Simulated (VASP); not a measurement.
GaN: single point with r2SCAN

GaN:

```
Ga N
1.0
     0.00000    2.25350    2.07322
     2.25350    0.00000    2.07322
     2.25350    2.25350    0.00000
Ga N
1 1
Direct
  0.00000 0.00000 0.00000
  0.75000 0.75000 0.75000
```

This cell differs from its parent crystal: strain +0.000 along x and y, -0.080 along z.

```yaml
Program: VASP 6.6.1
Task: single point
Functional: r2SCAN
Potentials_or_basis: VASP PAW PBE potentials, release 64 (Ga_d, N)
Cutoff: 520 eV
k_mesh: 10 × 10 × 10
Occupations: gaussian, width 0.05 eV
Spin: no spin polarisation
Dipole_correction: no
Further_INCAR_settings: ALGO = Normal; EDIFF = 1e-06; NBANDS = 16
```

| Quantity | Value |
| --- | --- |
| Pressure | 18.6 GPa |
| Band gap on the k mesh | 2.44 eV |

Stress tensor (GPa, compression positive):
```
15.96  0.00  0.00
 0.00 15.96  0.00
 0.00  0.00 23.73
```

Levels at points of the mesh, in eV from the valence-band top:
```csv
k point,band 6,band 7,band 8,band 9,band 10,band 11,band 12,band 13
"(0.00, 0.00, 0.00)",-13.71,-0.34,-0.34,0.00,2.44,11.22,11.46,11.46
"(0.50, 0.00, 0.00)",-12.56,-7.94,-1.65,-1.02,5.35,9.71,10.55,12.19
"(0.50, 0.50, 0.00)",-11.87,-6.14,-3.76,-3.76,3.23,6.50,13.97,15.31
"(0.50, 0.00, 0.50)",-12.36,-7.11,-3.10,-3.01,3.82,8.05,12.53,14.73
```

Run time: 39 s on 1 thread of Intel(R) Xeon(R) 6975P-C (Granite Rapids) (shared host), peak memory 0.17 GiB.

Caveat: the cell differs from its parent crystal (strain +0.000 along x and y, -0.080 along z); the stress differs along the axes, from 16 to 24 GPa; the PAW data sets were made with another functional, which shifts forces and pressure a little.
